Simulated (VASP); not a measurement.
# BaOs (Pm-3m) in VASP: settings compared

BaOs is run at these levels: LDA, PBE, r2SCAN; tasks: single point.

Program: VASP 6.6.1. These are calculated values, not measurements. Logs are shortened: lines on timing, memory, paths and dates and some standing lists are left out, and cuts for length are marked.

### Step 1. The cell of the first run

It takes space group Pm-3m (No. 221, cubic). Conventional cell: a = 3.728 Å, b = 3.728 Å, c = 3.728 Å, α = 90.00°, β = 90.00°, γ = 90.00°. Within 4.2 Å of Ba (site symmetry m-3m) lie 8 Os at 3.23 Å and 6 Ba at 3.73 Å. Within 4.2 Å of Os (site symmetry m-3m) lie 8 Ba at 3.23 Å and 6 Os at 3.73 Å.

### Step 2. Single point, LDA

Input file INCAR:

```
PREC = Accurate ; ENCUT = 520
EDIFF = 1E-6 ; ISMEAR = 0
SIGMA = 0.05 ; LREAL = False
LASPH = True ; NELM = 100
ALGO = Fast ; ISIF = 2
LWAVE = False ; LCHARG = False
GGA = CA ; NBANDS = 16
```

Input file KPOINTS:

```
regular mesh
0
Gamma
  8 8 8
```

Input file POSCAR:

```
BaOs
1.0
    3.7279657443      0.0000000000      0.0000000000
    0.0000000000      3.7279657443      0.0000000000
    0.0000000000      0.0000000000      3.7279657443
Ba Os
1 1
Direct
    0.0000000000      0.0000000000      0.0000000000
    0.5000000000      0.5000000000      0.5000000000
```

Potentials or basis: VASP PAW LDA potentials, release 64 (Ba_sv, Os).

On the command line:

```sh
cat potpaw_LDA.64/Ba_sv/POTCAR potpaw_LDA.64/Os/POTCAR > POTCAR
mpirun -np 1 vasp_std > vasp.out
```

OUTCAR:

```text
PREC = Accurate
   ENCUT = 520
   EDIFF = 1E-6
   ISMEAR = 0
   LREAL = False
   LASPH = True
   NELM = 100
   ISIF = 2
   GGA = CA

 ion  position               nearest neighbor table
   1  0.000  0.000  0.000-   2 3.23   2 3.23   2 3.23   2 3.23   2 3.23   2 3.23   2 3.23   2 3.23

   2  0.500  0.500  0.500-   1 3.23   1 3.23   1 3.23   1 3.23   1 3.23   1 3.23   1 3.23   1 3.23

  LATTYP: Found a simple cubic cell.
 ALAT       =     3.7279657443

  Lattice vectors:

 A1 = (   3.7279657443,   0.0000000000,   0.0000000000)
 A2 = (   0.0000000000,   3.7279657443,   0.0000000000)
 A3 = (   0.0000000000,   0.0000000000,   3.7279657443)

Analysis of symmetry for initial positions (statically):
=====================================================================
 Subroutine PRICEL returns:
 Original cell was already a primitive cell.

 Routine SETGRP: Setting up the symmetry group for a
 simple cubic supercell.

 Subroutine GETGRP returns: Found 48 space group operations
 (whereof 48 operations were pure point group operations)
 out of a pool of 48 trial point group operations.

The static configuration has the point symmetry O_h .

Analysis of symmetry for dynamics (positions and initial velocities):
=====================================================================
 Subroutine PRICEL returns:
 Original cell was already a primitive cell.

 Routine SETGRP: Setting up the symmetry group for a
 simple cubic supercell.

 Subroutine GETGRP returns: Found 48 space group operations
 (whereof 48 operations were pure point group operations)
 out of a pool of 48 trial point group operations.

The dynamic configuration has the point symmetry O_h .

 Subroutine INISYM returns: Found 48 space group operations
 (whereof 48 operations are pure point group operations),
 and found     1 'primitive' translations

----------------------------------------------------------------------------------------

                                     Primitive cell

  volume of cell :      51.8103

  direct lattice vectors                    reciprocal lattice vectors
     3.727965744  0.000000000  0.000000000     0.268242808  0.000000000  0.000000000
     0.000000000  3.727965744  0.000000000     0.000000000  0.268242808  0.000000000
     0.000000000  0.000000000  3.727965744     0.000000000  0.000000000  0.268242808

  length of vectors
     3.727965744  3.727965744  3.727965744     0.268242808  0.268242808  0.268242808

  position of ions in fractional coordinates (direct lattice)
     0.000000000  0.000000000  0.000000000
     0.500000000  0.500000000  0.500000000

  ion indices of the primitive-cell ions
   primitive index   ion index
                 1           1
                 2           2

----------------------------------------------------------------------------------------

 KPOINTS: regular mesh

Automatic generation of k-mesh.
 Grid dimensions read from file:
 generate k-points for:    8    8    8

 Generating k-lattice:

  Cartesian coordinates                     Fractional coordinates (reciprocal lattice)
     0.033530351  0.000000000  0.000000000     0.125000000  0.000000000  0.000000000
     0.000000000  0.033530351  0.000000000     0.000000000  0.125000000  0.000000000
     0.000000000  0.000000000  0.033530351     0.000000000  0.000000000  0.125000000

  Length of vectors
     0.033530351  0.033530351  0.033530351

  Shift w.r.t. Gamma in fractional coordinates (k-lattice)
     0.000000000  0.000000000  0.000000000

 Subroutine IBZKPT returns following result:
 ===========================================

 Found     35 irreducible k-points:

 Following reciprocal coordinates:
            Coordinates               Weight
  0.000000  0.000000  0.000000      1.000000
  0.125000  0.000000  0.000000      6.000000
  0.250000  0.000000  0.000000      6.000000
  0.375000  0.000000  0.000000      6.000000
  0.500000  0.000000  0.000000      3.000000
  0.125000  0.125000  0.000000     12.000000
[... 16 lines left out ...]
  0.375000  0.375000  0.125000     24.000000
  0.500000  0.375000  0.125000     24.000000
 [... further k-points ...]
   k-points           NKPTS =     35   k-points in BZ     NKDIM =     35   number of bands    NBANDS=     16
   number of dos      NEDOS =    301   number of ions     NIONS =      2
   total plane-waves  NPLWV =  21952
   dimension x,y,z NGX =    28 NGY =   28 NGZ =   28
   dimension x,y,z NGXF=    56 NGYF=   56 NGZF=   56
   ions per type =               1   1
   NGX,Y,Z   is equivalent  to a cutoff of  12.49, 12.49, 12.49 a.u.
   NGXF,Y,Z  is equivalent  to a cutoff of  24.97, 24.97, 24.97 a.u.
 SYSTEM =  unknown system
   PREC   = accura    normal or accurate (medium, high low for compatibility)
   ISTART =      0    job   : 0-new  1-cont  2-samecut
   ICHARG =      2    charge: 1-file 2-atom 10-const
   ISPIN  =      1    spin polarized calculation?
   LNONCOLLINEAR =      F non collinear calculations
   LSORBIT =      F    spin-orbit coupling
   LASPH  =      T    aspherical Exc in radial PAW
   ENCUT  =  520.0 eV  38.22 Ry    6.18 a.u.   6.93  6.93  6.93*2*pi/ulx,y,z
   NELM   =    100;   NELMIN=  2; NELMDL= -5     # of ELM steps
   EDIFF  = 0.1E-05   stopping-criterion for ELM
   LREAL  =      F    real-space projection
   EDIFFG = 0.1E-04   stopping-criterion for IOM
   NSW    =      0    number of steps for IOM
   IBRION =     -1    ionic relax: 0-MD 1-quasi-New 2-CG
   NFREE  =      0    steps in history (QN), initial steepest desc. (CG)
   ISIF   =      2    stress and relaxation
   ISYM   =      2    0-nonsym 1-usesym 2-fastsym
   POTIM  = 0.5000    time-step for ionic-motion
   TEBEG  =    0.0;   TEEND  =   0.0 temperature during run
   PSTRESS=    0.0 pullay stress
   NELECT =      18.0000    total number of electrons
   NUPDOWN=      -1.0000    fix difference up-down
   EMIN   =  10.00;   EMAX   =-10.00  energy-range for DOS
   EFERMI =   0.00;   METHOD = LEGACY
   ISMEAR =     0;   SIGMA  =   0.05  broadening in eV -4-tet -1-fermi 0-gaus
   EFERMI_NEDOS =   21; number of points for ismear=-14 and -15
   IALGO  =     68    algorithm
   IMIX   =      4    mixing-type and parameters
     AMIX     =   0.40;   BMIX     =  1.00
     AMIX_MAG =   1.60;   BMIX_MAG =  1.00
  volume/ion in A,a.u.               =      25.91       174.82
  Fermi-wavevector in a.u.,A,eV,Ry     =   1.150872  2.174833 18.021008  1.324507
  Thomas-Fermi vector in A             =   2.287533
   LORBIT       =      0    0 simple, 1 ext, 2 COOP (PROOUT), +10 PAW based schemes
   GGA     = CA    functional components
   LHFCALC =     F    Hartree Fock is set to
   AEXX    =    0.0000 exact exchange contribution
   IVDW    =     0    specifies the selected vdW correction
   LEPSILON=     F    determine dielectric tensor
   LRPA    =     F    only Hartree local field effects (RPA)
 non-spin polarized calculation
 RMM-DIIS sequential band-by-band and
 Gauss-broadening in eV      SIGMA  =   0.05
  energy-cutoff  :      520.00
  volume of cell :       51.81
 maximum number of plane-waves:      1410
 NGX is ok and might be reduce to    28
   NGX = 13   NGY = 13   NGZ = 13

 number of electron      18.0000000 magnetization

 Free energy of the ion-electron system (eV)
  ---------------------------------------------------
  ext. energy  EPLUGINS =         0.00000000
  ---------------------------------------------------
  free energy    TOTEN  =       -11.70469194 eV

  energy without entropy =      -11.69835315  energy(sigma->0) =      -11.70152255

 E-fermi :   3.4935     XC(G=0): -10.9293

 val. band max:        3.4900031309   @ k =   0.3750   0.3750   0.3750
 cond. band min:       3.5112651224   @ k =   0.3750   0.0000   0.0000
 fundamental gap:      0.0212619915
 Fermi energy:         3.4935165002

 k-point     1 :       0.0000    0.0000    0.0000
  band No.  band energies     occupation
      1     -22.9557      2.00000
      2      -7.7373      2.00000
      3      -7.7373      2.00000
      4      -7.7373      2.00000
      5      -0.6565      2.00000
      6       1.0633      2.00000
[... 8 lines left out ...]
     15      11.8730      0.00000
     16      12.2140      0.00000

 k-point     2 :       0.1250    0.0000    0.0000
  band No.  band energies     occupation
      1     -22.9348      2.00000
      2      -8.0099      2.00000
      3      -7.7273      2.00000
      4      -7.7273      2.00000
      5      -0.2898      2.00000
      6       1.1591      2.00000
[... 8 lines left out ...]
     15      11.0561      0.00000
     16      12.0384      0.00000

 k-point     3 :       0.2500    0.0000    0.0000
  band No.  band energies     occupation
      1     -22.8837      2.00000
      2      -8.5864      2.00000
      3      -7.7031      2.00000
      4      -7.7031      2.00000
      5       0.6222      2.00000
      6       1.4188      2.00000
[... 8 lines left out ...]
     15      10.4721      0.00000
     16      11.6328      0.00000

 k-point     4 :       0.3750    0.0000    0.0000
  band No.  band energies     occupation
      1     -22.8314      2.00000
      2      -9.0832      2.00000
      3      -7.6789      2.00000
      4      -7.6789      2.00000
      5       1.7377      2.00000
      6       1.7802      2.00000
[... 8 lines left out ...]
     15      11.2474      0.00000
     16      11.7911      0.00000
[... 324 lines left out ...]
 k-point    22 :       0.5000    0.2500    0.1250
  band No.  band energies     occupation
      1     -22.7343      2.00000
      2      -9.0321      2.00000
      3      -8.2814      2.00000
      4      -7.7748      2.00000
      5       1.2495      2.00000
      6       2.2564      2.00000
[... 8 lines left out ...]
     15      10.9694      0.00000
     16      13.4392      0.00000

 k-point    23 :       0.3750    0.3750    0.1250
  band No.  band energies     occupation
      1     -22.7104      2.00000
      2      -8.7711      2.00000
      3      -8.6973      2.00000
      4      -7.7370      2.00000
      5       0.8434      2.00000
      6       2.1601      2.00000
[... 8 lines left out ...]
     15      10.9520      0.00000
     16      13.1808      0.00000

 k-point    24 :       0.5000    0.3750    0.1250
  band No.  band energies     occupation
      1     -22.6922      2.00000
      2      -8.8947      2.00000
      3      -8.6802      2.00000
      4      -7.7102      2.00000
      5       0.6522      2.00000
      6       2.0835      2.00000
[... 8 lines left out ...]
     15      11.4027      0.00000
     16      12.7268      0.00000

 [... further k-points ...]

------------------------ aborting loop because EDIFF is reached ----------------------------------------

  FORCE on cell =-STRESS in cart. coord.  units (eV):
  Direction    XX          YY          ZZ          XY          YZ          ZX
  --------------------------------------------------------------------------------------
  -------------------------------------------------------------------------------------
  Total       -1.3661544     -1.3661544     -1.3661544      0.0000000      0.0000000     -0.0000000
  in kB      -42.2468772    -42.2468772    -42.2468772      0.0000000      0.0000000     -0.0000000
  external PRESSURE =     -42.2468772 kB  Pullay stress =       0.0000000 kB

 VOLUME and BASIS-vectors are now :
 -----------------------------------------------------------------------------
  energy-cutoff  :      520.00
  volume of cell :       51.81
      direct lattice vectors                 reciprocal lattice vectors
     3.727965744  0.000000000  0.000000000     0.268242808  0.000000000  0.000000000
     0.000000000  3.727965744  0.000000000     0.000000000  0.268242808  0.000000000
     0.000000000  0.000000000  3.727965744     0.000000000  0.000000000  0.268242808

 POSITION                                       TOTAL-FORCE (eV/Angst)
 -----------------------------------------------------------------------------------
      0.00000      0.00000      0.00000         0.000000      0.000000      0.000000
      1.86398      1.86398      1.86398         0.000000      0.000000      0.000000
 -----------------------------------------------------------------------------------
    total drift:                                0.000000      0.000000      0.000000

  FREE ENERGIE OF THE ION-ELECTRON SYSTEM (eV)
  ---------------------------------------------------
  free  energy   TOTEN  =       -11.7046919395 eV

  energy  without entropy=      -11.6983531529  energy(sigma->0) =      -11.70152255
```

Wall time 14 s (1 thread of Intel Xeon Platinum 8488C (Sapphire Rapids), shared host); peak memory 0.16 GiB.

What came out:

```yaml
Free_energy: -11.7047 eV
Pressure: -4.2 GPa
Band_gap_on_the_k_mesh: zero (bands 9 and 10 overlap by 1.12 eV)
```

Levels at points of the mesh, in eV from the Fermi level:
```
           k point  band 6  band 7  band 8  band 9  band 10  band 11  band 12  band 13
(0.00, 0.00, 0.00)   -2.43   -2.43   -0.22   -0.22    -0.22     4.00     4.00     8.38
(0.50, 0.00, 0.00)   -1.11   -0.20   -0.08   -0.08     0.06     1.04     2.07     3.71
(0.50, 0.50, 0.00)   -1.74   -1.15   -1.15    0.66     0.77     3.95     3.95     4.84
(0.50, 0.50, 0.50)   -0.10   -0.10    0.03    0.03     0.03     0.71     0.71     1.90
```

Caveat: the cell stands under tension; spin-orbit coupling is left out, which moves the levels of the heavy elements.

### Step 3. Single point, PBE

This run uses another cell than the first one, of 31.36 Å³/atom.

Input file INCAR:

```
SYSTEM = BaOs
  PREC = Accurate
  ENCUT = 520
  EDIFF = 1E-7
  ISMEAR = 0
  SIGMA = 0.05
  LREAL = .FALSE.
  LASPH = .TRUE.
  NELM = 100
  ALGO = Normal
  ISIF = 2
  LWAVE = .FALSE.
  LCHARG = .FALSE.
  GGA = PE
  NBANDS = 16
```

Input file KPOINTS:

```
regular mesh
0
G
  8 8 8
  0 0 0
```

Input file POSCAR:

```
BaOs
1.0
    3.9731535535      0.0000000000      0.0000000000
    0.0000000000      3.9731535535      0.0000000000
    0.0000000000      0.0000000000      3.9731535535
Ba Os
1 1
Direct
    0.0000000000      0.0000000000      0.0000000000
    0.5000000000      0.5000000000      0.5000000000
```

Potentials or basis: VASP PAW PBE potentials, release 64 (Ba_sv, Os).

On the command line:

```sh
cat potpaw_PBE.64/Ba_sv/POTCAR potpaw_PBE.64/Os/POTCAR > POTCAR
mpirun -np 1 vasp_std > vasp.out
```

It took 17 s on 1 thread of Intel Xeon Platinum 8488C (Sapphire Rapids), shared host; peak memory 0.19 GiB.

It converged, with:

```
Free energy            : -9.8236 eV
Pressure               : -5.5 GPa
Band gap on the k mesh : zero (bands 9 and 10 overlap by 0.97 eV)
```

Levels at points of the mesh, in eV from the Fermi level:
```
           k point  band 7  band 8  band 9  band 10  band 11  band 12
(0.00, 0.00, 0.00)   -1.65   -0.07   -0.07    -0.07     3.67     3.67
(0.50, 0.00, 0.00)   -0.22   -0.07   -0.07     0.13     0.74     2.35
(0.50, 0.50, 0.00)   -0.74   -0.74    0.62     0.63     3.11     3.11
(0.50, 0.50, 0.50)   -0.24    0.39    0.39     0.39     0.65     0.65
```

Caveat: the cell stands under tension; spin-orbit coupling is left out, which moves the levels of the heavy elements.

### Step 4. Single point, r2SCAN

Input file POSCAR:

```
BaOs
1.0
    3.7279657443      0.0000000000      0.0000000000
    0.0000000000      3.7279657443      0.0000000000
    0.0000000000      0.0000000000      3.7279657443
Ba Os
1 1
Direct
    0.0000000000      0.0000000000      0.0000000000
    0.5000000000      0.5000000000      0.5000000000
```

Input file INCAR.step1:

```
  PREC = Accurate
  ENCUT = 520
  ISMEAR = 0
  SIGMA = 0.05
  LREAL = F
  LASPH = T
  NELM = 60
  NBANDS = 16
  GGA = PE
  ALGO = Normal
  EDIFF = 1E-4
  LWAVE = T
  LCHARG = F
```

Input file INCAR.step2:

```
  PREC = Accurate
  ENCUT = 520
  EDIFF = 1E-6
  ISMEAR = 0
  SIGMA = 0.05
  LREAL = F
  LASPH = T
  NELM = 60
  ALGO = Normal
  ISIF = 2
  LWAVE = F
  LCHARG = F
  METAGGA = R2SCAN
  LMIXTAU = T
  NBANDS = 16
  ISTART = 1
```

Input file KPOINTS:

```
Automatic mesh
0
Gamma
  8 8 8
```

On the command line:

```sh
cat potpaw_PBE.64/Ba_sv/POTCAR potpaw_PBE.64/Os/POTCAR > POTCAR
cp INCAR.step1 INCAR
mpirun -np 1 vasp_std > vasp.out
cp INCAR.step2 INCAR
mpirun -np 1 vasp_std > vasp.out
```

Run time: 51 s. Hardware: 1 thread of Intel Xeon Platinum 8488C (Sapphire Rapids), shared host; peak memory 0.18 GiB.

Results (log left out):

```yaml
Free_energy: -76.2001 eV
Pressure: 1.8 GPa
Band_gap_on_the_k_mesh: zero (bands 9 and 10 overlap by 1.47 eV)
```

Levels at points of the mesh, in eV from the Fermi level:
```
           k point  band 7  band 8  band 9  band 10  band 11  band 12
(0.00, 0.00, 0.00)   -2.33   -0.29   -0.29    -0.29     4.47     4.47
(0.50, 0.00, 0.00)   -0.15   -0.15    0.00     0.02     1.31     2.46
(0.50, 0.50, 0.00)   -1.23   -1.23    1.02     1.06     4.09     4.09
(0.50, 0.50, 0.50)   -0.18    0.07    0.07     0.07     1.07     1.07
```

Caveat: the PAW data sets were made with another functional, which shifts forces and pressure a little; spin-orbit coupling is left out, which moves the levels of the heavy elements.

(Continued in part 2 of 2.)

The gap in the log of VASP goes by the Fermi energy; the results here count the filled bands.